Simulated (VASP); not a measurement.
A run of VASP 6.6.1:

INCAR

```
SYSTEM = TiB
ALGO     = Normal         ! electronic algorithm
EDIFF    = 1E-6           ! SCF threshold, eV
ENCUT    = 500            ! plane-wave cutoff, eV
GGA      = PS             ! functional
GGA_COMPAT= .FALSE.      
ISIF     = 2              ! what is computed and relaxed
ISMEAR   = -1             ! smearing method
LASPH    = .TRUE.         ! aspherical terms in the spheres
LCHARG   = .FALSE.        ! write CHGCAR
LREAL    = .FALSE.        ! projectors in reciprocal space
LWAVE    = .FALSE.        ! write WAVECAR
NBANDS   = 14             ! bands
NELM     = 120            ! most SCF steps
PREC     = Accurate       ! precision mode
SIGMA    = 0.05           ! smearing width, eV
```

KPOINTS

```
k-points
0
G
  9 9 9
  0 0 0
```

The input POSCAR:

```
TiB
1.0
    0.0000000000      2.4412689262      2.4412689262
    2.4412689262      0.0000000000      2.4412689262
    2.4412689262      2.4412689262      0.0000000000
Ti B
1 1
Direct
    0.0000000000      0.0000000000      0.0000000000
    0.2500000000      0.2500000000      0.2500000000
```

Potentials or basis: VASP PAW PBE potentials, release 64 (Ti_sv, B).

The run is started by

```sh
$ cat potpaw_PBE.64/Ti_sv/POTCAR potpaw_PBE.64/B/POTCAR > POTCAR
$ mpirun -np 1 vasp_std > vasp.out
```

Hardware: 1 thread of Intel Xeon 8259CL, with other jobs on the host.

**Question.** How long does it take, and how much memory?

**Answer.** It took 37 s on 1 thread of Intel Xeon 8259CL, on a shared host, peak memory 0.16 GiB. Counts: scf iterations 14, k points 35.
